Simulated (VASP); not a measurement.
The system is Ir.

```
Ir
1.0
     0.00000    1.77706    2.07383
     1.77706    0.00000    2.07383
     1.77706    1.77706    0.00000
Ir
1
Direct
  0.00000 0.00000 0.00000
```

This cell differs from its parent crystal: volume 13.098 Å^3 an atom, c/a of the conventional cell 1.1670.

Base run:

| Quantity | Value |
| --- | --- |
| Program | VASP 6.6.1 |
| Functional | LDA |
| Potentials or basis | VASP PAW LDA potentials, release 64 (Ir) |
| Cutoff | 520 eV |
| k mesh | 22 × 22 × 22 |
| Occupations | gaussian, width 0.15 eV |
| Spin | no spin polarisation |

Its results: pressure 36.4 GPa.

Problem. The run is repeated on the same cell with these changes: potentials or basis from VASP PAW LDA potentials, release 64 (Ir) to VASP PAW LDA potentials, release 64 (Ir_sv_GW); cutoff from 520 eV to 500 eV; further incar settings from ALGO = Normal; EDIFF = 1e-06; NBANDS = 10 to ALGO = Normal; EDIFF = 1e-06; NBANDS = 14; valence electrons from 9 to 17. What comes out?

Solution. Pressure 31.2 GPa.
